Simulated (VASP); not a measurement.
Runs of VASP 6.6.1 on Ca. The structure is that of space group I4/mmm (No. 139), or close to it. The cells are those of the table. 

| cell | further INCAR settings | gap on the mesh (eV) | pressure (GPa) |
| --- | --- | --- | --- |
| a = 3.882 Å, angles 110.8, 110.8, 106.8°, 1 atom | ALGO = Fast; EDIFF = 1e-07; NBANDS = 11 | none | -1.6 |
| a = 3.943 Å, angles 117.3, 117.3, 94.8°, 1 atom | ALGO = Fast; EDIFF = 1e-06; NBANDS = 11 | none | -1.5 |
| a = 3.930 Å, angles 103.5, 103.5, 122.2°, 1 atom | ALGO = Fast; EDIFF = 1e-06; NBANDS = 11 | none | (a) |
| a = 3.910 Å, angles 114.7, 114.7, 99.4°, 1 atom | ALGO = Fast; EDIFF = 1e-07; NBANDS = 11 | none | -1.6 |
| a = 3.888 Å, angles 112.1, 112.1, 104.2°, 1 atom | ALGO = Fast; EDIFF = 1e-07; NBANDS = 11 | none | -1.6 |
| a = 3.902 Å, angles 105.4, 105.4, 118.0°, 1 atom | ALGO = Fast; EDIFF = 1e-06; NBANDS = 11 | none | -1.5 |
| a = 4.025 Å, angles 100.0, 100.0, 130.6°, 1 atom | ALGO = Fast; EDIFF = 1e-06; NBANDS = 11 | none | -0.4 |
| a = 3.976 Å, angles 101.5, 101.5, 126.9°, 1 atom | ALGO = Fast; EDIFF = 1e-06; NBANDS = 11 | none | -0.9 |
| a = 3.886 Å, angles 107.3, 107.3, 113.9°, 1 atom | ALGO = Fast; EDIFF = 1e-07; NBANDS = 11 | none | -1.6 |

Alike in all rows: task single point; level PBEsol; potentials or basis VASP PAW PBE potentials, release 64 (Ca_sv); no spin polarisation; k mesh 16 × 16 × 16; cutoff (eV) 520; smearing gaussian 0.15 eV.

Q: Fill in the values left out.

A: (a) -1.3.

Caveats: the PAW data sets were made with another functional, which shifts forces and pressure a little.

A gap of «none» marks levels without a gap at the run's occupations.
